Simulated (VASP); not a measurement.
A run of VASP 6.6.1 is set up as follows.

Contents of INCAR:

```
PREC = Accurate
ENCUT = 600
EDIFF = 1E-6
ISMEAR = 0
SIGMA = 0.1
LREAL = F
LASPH = T
NELM = 100
ALGO = Fast
ISIF = 3
LWAVE = F
LCHARG = F
GGA = PE
IBRION = 2
NSW = 100
EDIFFG = -0.01
```

Contents of KPOINTS:

```
Automatic mesh
0
Gamma
  8 8 8
```

POSCAR

```
Ga2I
1.0
    0.0000000000      4.2786332939      4.2786332939
    4.2786332939      0.0000000000      4.2786332939
    4.2786332939      4.2786332939      0.0000000000
Ga I
4 2
Direct
    0.6250000000      0.6250000000      0.6250000000
    0.1250000000      0.6250000000      0.6250000000
    0.6250000000      0.6250000000      0.1250000000
    0.6250000000      0.1250000000      0.6250000000
    0.0000000000      0.0000000000      0.0000000000
    0.2500000000      0.2500000000      0.2500000000
```

Potentials or basis: VASP PAW PBE potentials, release 64 (Ga_d, I).

Launch:

```console
$ cat potpaw_PBE.64/Ga_d/POTCAR potpaw_PBE.64/I/POTCAR > POTCAR
$ mpirun -np 1 vasp_std > vasp.out
```

**Question.** Estimate the relaxed volume.

**Answer.** 27.45 Å³/atom.

**Question.** What does it give for the relaxed cell?

**Answer.** a = 6.153 Å, b = 6.153 Å, c = 6.153 Å, α = 60.00°, β = 60.00°, γ = 60.00°.

**Question.** What does it give for the space group after relaxing (to 0.1 Å)?

**Answer.** Fd-3m (No. 227).

Final structure:
```
Ga I
1.0
     0.00000    4.35053    4.35053
     4.35053    0.00000    4.35053
     4.35053    4.35053    0.00000
Ga I
4 2
Cartesian
  5.4382 5.4382 5.4382
  5.4382 3.2629 3.2629
  3.2629 3.2629 5.4382
  3.2629 5.4382 3.2629
  0.0000 0.0000 0.0000
  2.1753 2.1753 2.1753
```
